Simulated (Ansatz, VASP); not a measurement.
One calculation of CdS5, two programs

Contents of INCAR:

```
ALGO = Normal ; EDIFF = 1E-6
EDIFFG = -0.04 ; ENCUT = 600
GGA = PE ; IBRION = 2
ISIF = 3 ; ISMEAR = 0
LASPH = T ; LCHARG = F
LREAL = F ; LWAVE = F
NELM = 100 ; NSW = 90
PREC = Accurate ; SIGMA = 0.1
```

KPOINTS

```
k-points
0
Gamma
  3 3 4
```

POSCAR

```
CdS5
1.0
    6.1732816300      0.0000000000      0.0000000000
   -3.0866408200      5.3462187200      0.0000000000
    0.0000000000      0.0000000000      4.4322125100
Cd S
1 5
Direct
    0.0000000000      0.0000000000      0.0000000000
    0.5000000000      0.0000000000      0.5000000000
    0.0000000000      0.5000000000      0.5000000000
    0.5000000000      0.5000000000      0.5000000000
    0.3333333300      0.6666666700      0.5000000000
    0.6666666700      0.3333333300      0.5000000000
```

Input for Ansatz:

```yaml
crystal:
  lattice:
    - [6.17328163, 0.0, 0.0]
    - [-3.08664082, 5.34621872, 0.0]
    - [0.0, 0.0, 4.43221251]
  atoms:
    - { symbol: Cd, position: [0.0, 0.0, 0.0] }
    - { symbol: S, position: [0.5, 0.0, 0.5] }
    - { symbol: S, position: [0.0, 0.5, 0.5] }
    - { symbol: S, position: [0.5, 0.5, 0.5] }
    - { symbol: S, position: [0.33333333, 0.66666667, 0.5] }
    - { symbol: S, position: [0.66666667, 0.33333333, 0.5] }
basis:
  ecutwfc: 420
kpoints:
  mp_grid: { grid: [3, 3, 4] }
hamiltonian:
  xc: pbe
scf:
  occupations: { method: gaussian, width: 0.1 }
  lower_state_search: "off"
output:
  forces: true
  stress: true
  eigenvalues: true
relax:
  adjacent_minimum: "off"
  f_tol: 0.04
  max_steps: 70
  cell: { stress_tol: 0.4 }
```

Alike in both runs: task relaxation of cell and atoms; functional PBE; k mesh 3 × 3 × 4; occupations gaussian, width 0.1 eV; no spin polarisation.

|  | VASP | Ansatz |
| --- | --- | --- |
| version | VASP 6.6.1 | Ansatz 0.2.0 |
| potentials or method | VASP PAW PBE potentials, release 64 (Cd, S), cutoff 600 eV | scalar-relativistic, plane waves, PAW |
| valence electrons in the cell | 42 | 50 |

```csv
,VASP,Ansatz,Ansatz less VASP
"gap on the k mesh at the Fermi level, each at its own relaxed structure (eV)",none,none,-
relaxed volume (Å³/atom),25.29,25.41,+0.121
relaxed cell length with the largest relative difference (Å),7.677,7.694,+0.0170
```

A gap of «none» marks a metal or a gap that the smearing closes. VASP's potentials hold 42 valence electrons a cell and Ansatz's 50, so a difference there can come from the potentials and not from the codes.

The k mesh is coarse, so the values compare programs but aren't converged.
